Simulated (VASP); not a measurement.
# SnSe2 (P3m1) in VASP: a series of runs

Runs on SnSe2. Level: PBEsol. Tasks: single point.

Program: VASP 6.6.1. These are calculated values, not measurements. Logs are shortened: lines on timing, memory, paths and dates and some standing lists are left out, and cuts for length are marked.

### Step 1. The cell of the first run

The structure is trigonal, space group P3m1 (No. 156). The conventional cell has a = 3.811 Å, b = 3.811 Å, c = 6.137 Å, α = 90.00°, β = 90.00°, γ = 120.00°. Sn (site symmetry 3m) has 6 Se at 2.52 to 2.68 Å within 3.3 Å. Se (site symmetry 3m) has 3 Sn at 2.52 Å within 3.3 Å. Within 3.5 Å of Se (site symmetry 3m) lie 3 Sn at 2.68 Å.

### Step 2. Single point, PBEsol (atom 2 (Se) moved by (+0.000, -0.300) A along [1 1 0] and z)

File INCAR:

```
PREC     = Accurate       # precision mode
ENCUT    = 520            # plane-wave cutoff, eV
EDIFF    = 1E-6           # SCF threshold, eV
ISMEAR   = 0              # smearing method
SIGMA    = 0.05           # smearing width, eV
LREAL    = False          # projectors in reciprocal space
LASPH    = True           # aspherical terms in the spheres
NELM     = 80             # most SCF steps
ALGO     = Normal         # electronic algorithm
ISIF     = 2              # what is computed and relaxed
LWAVE    = False          # write WAVECAR
LCHARG   = True           # write CHGCAR
GGA      = PS             # functional
LELF     = True           # ELF
LVHAR    = True         
NBANDS   = 20             # bands
```

File KPOINTS:

```
Automatic mesh
0
Gamma
  6 6 4
```

File POSCAR:

```
SnSe2
1.0
    3.8109987816      0.0000000000      0.0000000000
   -1.9054993908      3.3004217586      0.0000000000
    0.0000000000      0.0000000000      6.1370000000
Sn Se
1 2
Direct
    0.0000000000      0.0000000000      0.0000000000
    0.3333333333      0.6666666667      0.2011161805
    0.6666666667      0.3333333333      0.7500000000
```

Potentials or basis: VASP PAW PBE potentials, release 64 (Sn_d, Se).

On the command line:

```sh
> cat potpaw_PBE.64/Sn_d/POTCAR potpaw_PBE.64/Se/POTCAR > POTCAR
> mpirun -np 1 vasp_std > vasp.out
```

OUTCAR:

```text
PREC = Accurate
   ENCUT = 520
   EDIFF = 1E-6
   ISMEAR = 0
   LREAL = False
   LASPH = True
   NELM = 80
   ISIF = 2
   GGA = PS

 ion  position               nearest neighbor table
   1  0.000  0.000  0.000-   2 2.52   2 2.52   2 2.52   3 2.68   3 2.68   3 2.68
   2  0.333  0.667  0.201-   1 2.52   1 2.52   1 2.52
   3  0.667  0.333  0.750-   1 2.68   1 2.68   1 2.68

  LATTYP: Found a hexagonal cell.
 ALAT       =     3.8109987816
 C/A-ratio  =     1.6103390087

  Lattice vectors:

 A1 = (   3.8109987816,   0.0000000000,   0.0000000000)
 A2 = (  -1.9054993908,   3.3004217586,   0.0000000000)
 A3 = (   0.0000000000,   0.0000000000,   6.1370000000)

Analysis of symmetry for initial positions (statically):
=====================================================================
 Subroutine PRICEL returns:
 Original cell was already a primitive cell.

 Routine SETGRP: Setting up the symmetry group for a
 hexagonal supercell.

 Subroutine GETGRP returns: Found  6 space group operations
 (whereof  6 operations were pure point group operations)
 out of a pool of 24 trial point group operations.

The static configuration has the point symmetry C_3v.

Analysis of symmetry for dynamics (positions and initial velocities):
=====================================================================
 Subroutine PRICEL returns:
 Original cell was already a primitive cell.

 Routine SETGRP: Setting up the symmetry group for a
 hexagonal supercell.

 Subroutine GETGRP returns: Found  6 space group operations
 (whereof  6 operations were pure point group operations)
 out of a pool of 24 trial point group operations.

The dynamic configuration has the point symmetry C_3v.

 Subroutine INISYM returns: Found  6 space group operations
 (whereof  6 operations are pure point group operations),
 and found     1 'primitive' translations

----------------------------------------------------------------------------------------

                                     Primitive cell

  volume of cell :      77.1906

  direct lattice vectors                    reciprocal lattice vectors
     3.810998782  0.000000000  0.000000000     0.262398405  0.151495789  0.000000000
    -1.905499391  3.300421759  0.000000000     0.000000000  0.302991579  0.000000000
     0.000000000  0.000000000  6.137000000     0.000000000  0.000000000  0.162946065

  length of vectors
     3.810998782  3.810998782  6.137000000     0.302991579  0.302991579  0.162946065

  position of ions in fractional coordinates (direct lattice)
     0.000000000  0.000000000  0.000000000
     0.333333333  0.666666667  0.201116181
     0.666666667  0.333333333  0.750000000

  ion indices of the primitive-cell ions
   primitive index   ion index
                 1           1
                 2           2
                 3           3

----------------------------------------------------------------------------------------

 KPOINTS: Automatic mesh

Automatic generation of k-mesh.
 Grid dimensions read from file:
 generate k-points for:    6    6    4

 Generating k-lattice:

  Cartesian coordinates                     Fractional coordinates (reciprocal lattice)
     0.043733067  0.025249298  0.000000000     0.166666667 -0.000000000  0.000000000
     0.000000000  0.050498596  0.000000000     0.000000000  0.166666667  0.000000000
     0.000000000  0.000000000  0.040736516     0.000000000  0.000000000  0.250000000

  Length of vectors
     0.050498596  0.050498596  0.040736516

  Shift w.r.t. Gamma in fractional coordinates (k-lattice)
     0.000000000  0.000000000  0.000000000

 Subroutine IBZKPT returns following result:
 ===========================================

 Found     24 irreducible k-points:

 Following reciprocal coordinates:
            Coordinates               Weight
  0.000000  0.000000  0.000000      1.000000
  0.166667  0.000000  0.000000      6.000000
  0.333333 -0.000000  0.000000      6.000000
  0.500000  0.000000  0.000000      3.000000
  0.166667  0.166667  0.000000      6.000000
  0.333333  0.166667  0.000000     12.000000
[... 16 lines left out ...]
  0.333333  0.166667  0.500000     12.000000
  0.333333  0.333333  0.500000      2.000000
   k-points           NKPTS =     24   k-points in BZ     NKDIM =     24   number of bands    NBANDS=     20
   number of dos      NEDOS =    301   number of ions     NIONS =      3
   total plane-waves  NPLWV =  37632
   dimension x,y,z NGX =    28 NGY =   28 NGZ =   48
   dimension x,y,z NGXF=    56 NGYF=   56 NGZF=   96
   ions per type =               1   2
   NGX,Y,Z   is equivalent  to a cutoff of  12.21, 12.21, 13.00 a.u.
   NGXF,Y,Z  is equivalent  to a cutoff of  24.43, 24.43, 26.01 a.u.
 SYSTEM =  unknown system
   PREC   = accura    normal or accurate (medium, high low for compatibility)
   ISTART =      0    job   : 0-new  1-cont  2-samecut
   ICHARG =      2    charge: 1-file 2-atom 10-const
   ISPIN  =      1    spin polarized calculation?
   LNONCOLLINEAR =      F non collinear calculations
   LSORBIT =      F    spin-orbit coupling
   LASPH  =      T    aspherical Exc in radial PAW
   ENCUT  =  520.0 eV  38.22 Ry    6.18 a.u.   7.09  7.09 11.41*2*pi/ulx,y,z
   NELM   =     80;   NELMIN=  2; NELMDL= -5     # of ELM steps
   EDIFF  = 0.1E-05   stopping-criterion for ELM
   LREAL  =      F    real-space projection
   EDIFFG = 0.1E-04   stopping-criterion for IOM
   NSW    =      0    number of steps for IOM
   IBRION =     -1    ionic relax: 0-MD 1-quasi-New 2-CG
   NFREE  =      0    steps in history (QN), initial steepest desc. (CG)
   ISIF   =      2    stress and relaxation
   ISYM   =      2    0-nonsym 1-usesym 2-fastsym
   POTIM  = 0.5000    time-step for ionic-motion
   TEBEG  =    0.0;   TEEND  =   0.0 temperature during run
   PSTRESS=    0.0 pullay stress
   NELECT =      26.0000    total number of electrons
   NUPDOWN=      -1.0000    fix difference up-down
   EMIN   =  10.00;   EMAX   =-10.00  energy-range for DOS
   EFERMI =   0.00;   METHOD = LEGACY
   ISMEAR =     0;   SIGMA  =   0.05  broadening in eV -4-tet -1-fermi 0-gaus
   EFERMI_NEDOS =   21; number of points for ismear=-14 and -15
   IALGO  =     38    algorithm
   IMIX   =      4    mixing-type and parameters
     AMIX     =   0.40;   BMIX     =  1.00
     AMIX_MAG =   1.60;   BMIX_MAG =  1.00
  volume/ion in A,a.u.               =      25.73       173.64
  Fermi-wavevector in a.u.,A,eV,Ry     =   1.139054  2.152501 17.652812  1.297445
  Thomas-Fermi vector in A             =   2.275758
   LORBIT       =      0    0 simple, 1 ext, 2 COOP (PROOUT), +10 PAW based schemes
   GGA     = PS    functional components
   LHFCALC =     F    Hartree Fock is set to
   AEXX    =    0.0000 exact exchange contribution
   IVDW    =     0    specifies the selected vdW correction
   LEPSILON=     F    determine dielectric tensor
   LRPA    =     F    only Hartree local field effects (RPA)
 non-spin polarized calculation
 Gauss-broadening in eV      SIGMA  =   0.05
  energy-cutoff  :      520.00
  volume of cell :       77.19
 maximum number of plane-waves:      2109
   NGX = 15   NGY = 15   NGZ = 23

 number of electron      26.0000006 magnetization

 Free energy of the ion-electron system (eV)
  ---------------------------------------------------
  ext. energy  EPLUGINS =         0.00000000
  ---------------------------------------------------
  free energy    TOTEN  =       -12.33954599 eV

  energy without entropy =      -12.33954599  energy(sigma->0) =      -12.33954599

 E-fermi :   4.4626     XC(G=0):  -9.5073

 val. band max:        4.1861840975   @ k =   0.0000   0.0000   0.0000
 cond. band min:       4.9142315813   @ k =   0.5000   0.0000   0.2500
 fundamental gap:      0.7280474838
 Fermi energy:         4.4625622936

 k-point     1 :       0.0000    0.0000    0.0000
  band No.  band energies     occupation
      1     -17.3061      2.00000
      2     -17.3061      2.00000
      3     -17.2519      2.00000
      4     -17.2214      2.00000
      5     -17.2214      2.00000
      6     -10.6535      2.00000
[... 12 lines left out ...]
     19      12.7552      0.00000
     20      12.7552      0.00000

 k-point     2 :       0.1667    0.0000    0.0000
  band No.  band energies     occupation
      1     -17.3279      2.00000
      2     -17.2974      2.00000
      3     -17.2415      2.00000
      4     -17.2256      2.00000
      5     -17.2172      2.00000
      6     -10.3580      2.00000
[... 12 lines left out ...]
     19      12.5380      0.00000
     20      12.9770      0.00000

 k-point     3 :       0.3333   -0.0000    0.0000
  band No.  band energies     occupation
      1     -17.3718      2.00000
      2     -17.2862      2.00000
      3     -17.2426      2.00000
      4     -17.2114      2.00000
      5     -17.2021      2.00000
      6      -9.5595      2.00000
[... 12 lines left out ...]
     19      12.5723      0.00000
     20      13.4095      0.00000

 k-point     4 :       0.5000    0.0000    0.0000
  band No.  band energies     occupation
      1     -17.3937      2.00000
      2     -17.2835      2.00000
      3     -17.2475      2.00000
      4     -17.2000      2.00000
      5     -17.1914      2.00000
      6      -8.8896      2.00000
[... 12 lines left out ...]
     19      13.6396      0.00000
     20      14.1456      0.00000

 k-point     5 :       0.1667    0.1667    0.0000
  band No.  band energies     occupation
      1     -17.3528      2.00000
      2     -17.2960      2.00000
      3     -17.2308      2.00000
      4     -17.2291      2.00000
      5     -17.2045      2.00000
      6      -9.8030      2.00000
[... 12 lines left out ...]
     19      11.4293      0.00000
     20      13.7089      0.00000
[... 353 lines left out ...]
      6      -8.8600      2.00000
[... 12 lines left out ...]
     19      14.4473      0.00000
     20      14.5623      0.00000

 k-point    22 :       0.1667    0.1667    0.5000
  band No.  band energies     occupation
      1     -17.3529      2.00000
      2     -17.2961      2.00000
      3     -17.2308      2.00000
      4     -17.2290      2.00000
      5     -17.2045      2.00000
      6      -9.7413      2.00000
[... 12 lines left out ...]
     19      12.3402      0.00000
     20      13.0753      0.00000

 k-point    23 :       0.3333    0.1667    0.5000
  band No.  band energies     occupation
      1     -17.3757      2.00000
      2     -17.2992      2.00000
      3     -17.2366      2.00000
      4     -17.2098      2.00000
      5     -17.1961      2.00000
      6      -8.9139      2.00000
[... 12 lines left out ...]
     19      12.3931      0.00000
     20      13.2381      0.00000

 k-point    24 :       0.3333    0.3333    0.5000
  band No.  band energies     occupation
      1     -17.3599      2.00000
      2     -17.3216      2.00000
      3     -17.2166      2.00000
      4     -17.2153      2.00000
      5     -17.2062      2.00000
      6      -8.5282      2.00000
[... 12 lines left out ...]
     19      12.3044      0.00000
     20      12.7909      0.00000

------------------------ aborting loop because EDIFF is reached ----------------------------------------

  FORCE on cell =-STRESS in cart. coord.  units (eV):
  Direction    XX          YY          ZZ          XY          YZ          ZX
  --------------------------------------------------------------------------------------
  -------------------------------------------------------------------------------------
  Total        4.3789084      4.3789084      5.4780158     -0.0000000      0.0000000     -0.0000000
  in kB       90.8891565     90.8891565    113.7023622     -0.0000000      0.0000000     -0.0000000
  external PRESSURE =      98.4935584 kB  Pullay stress =       0.0000000 kB

 VOLUME and BASIS-vectors are now :
 -----------------------------------------------------------------------------
  energy-cutoff  :      520.00
  volume of cell :       77.19
      direct lattice vectors                 reciprocal lattice vectors
     3.810998782  0.000000000  0.000000000     0.262398405  0.151495789  0.000000000
    -1.905499391  3.300421759  0.000000000     0.000000000  0.302991579  0.000000000
     0.000000000  0.000000000  6.137000000     0.000000000  0.000000000  0.162946065

 POSITION                                       TOTAL-FORCE (eV/Angst)
 -----------------------------------------------------------------------------------
      0.00000      0.00000      0.00000         0.000000     -0.000000     -2.555743
     -0.00000      2.20028      1.23425        -0.000000      0.000000      3.475405
      1.90550      1.10014      4.60275         0.000000      0.000000     -0.919663
 -----------------------------------------------------------------------------------
    total drift:                                0.000000     -0.000000     -0.000409

  FREE ENERGIE OF THE ION-ELECTRON SYSTEM (eV)
  ---------------------------------------------------
  free  energy   TOTEN  =       -12.3395459864 eV

  energy  without entropy=      -12.3395459864  energy(sigma->0) =      -12.33954599
```

Run time: 37 s. Hardware: 1 thread of Intel Xeon Platinum 8259CL at 2.50GHz (Skylake/Cascade Lake), shared host; peak memory 0.2 GiB.

What came out:

- Free energy: -12.3395 eV
- Pressure: 9.8 GPa
- Largest force: 3.475 eV/Å
- Band gap on the k mesh: 0.73 eV, indirect (least direct gap 0.79 eV)

Forces on the atoms (eV/Å):
```
Sn   0.000  0.000 -2.556
Se   0.000  0.000  3.475
Se   0.000  0.000 -0.920
```

Stress tensor (GPa, compression positive):
```
 9.09  0.00  0.00
 0.00  9.09  0.00
 0.00  0.00 11.37
```

Caveat: the cell differs from its parent crystal (atom 2 (Se) moved by (+0.000, -0.300) A along [1 1 0] and z); the PAW data sets were made with another functional, which shifts forces and pressure a little; spin-orbit coupling is left out, which moves the levels of the heavy elements; this functional lacks dispersion, which binds the layers, so the pressure and a relaxed spacing across them are unreliable.

(Part 1 of 2 ends here.)
